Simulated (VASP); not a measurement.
Ni:

```xyz
3
Lattice="3.9541 0.0000 0.0000 -1.9770 3.4243 0.0000 0.0000 0.0000 2.4238" Properties=species:S:1:pos:R:3 pbc="T T T"
Ni    0.0000    0.0000    0.0000
Ni    0.0000    2.2829    1.2119
Ni    1.9770    1.1414    1.2119
```

This isn't the form of Ni at room conditions, which is fcc.

| Item | Value |
| --- | --- |
| Program | VASP 6.6.1 |
| Task | relaxation of cell and atoms |
| Functional | revPBE |
| Potentials or basis | VASP PAW PBE potentials, release 64 (Ni) |
| Cutoff | 600 eV |
| k mesh | 9 × 9 × 13 |
| Occupations | fermi-dirac, width 0.05 eV |
| Spin | collinear spin, ferromagnetic start |
| Starting moments | [0.8, 0.8, 0.8] μB |

At the start: pressure 7.2 GPa; volume 10.94 Å³/atom.

**Question.** How do energy, volume and symmetry change on relaxing?

**Answer.** Over 6 steps the energy falls by 10.1 meV/atom and the volume is 11.37 Å³/atom (+3.9 %); space group P6/mmm (No. 191, to 0.1 Å) before and after; moment 1.94 μB per cell.

The path:
| step | energy change (eV) | largest force (eV/Å) | pressure (GPa) | volume (Å³) |
| --- | --- | --- | --- | --- |
| 1 | 0.0000 | 0.0000 | 7.22 | 32.82 |
| 2 | -0.0112 | 0.0000 | -5.19 | 35.21 |
| 3 | -0.0300 | 0.0000 | -0.12 | 34.12 |
| 4 | -0.0300 | 0.0000 | -0.28 | 34.14 |
| 5 | -0.0304 | 0.0000 | -0.12 | 34.11 |
| 6 | -0.0304 | 0.0000 | -0.13 | 34.10 |

Final structure:
```xyz
3
Lattice="4.0211 0.0000 0.0000 -2.0105 3.4824 0.0000 0.0000 0.0000 2.4355" Properties=species:S:1:pos:R:3 pbc="T T T"
Ni    0.0000    0.0000    0.0000
Ni    0.0000    2.3216    1.2177
Ni    2.0105    1.1608    1.2177
```

Caveat: the PAW data sets were made with another functional, which shifts forces and pressure a little.
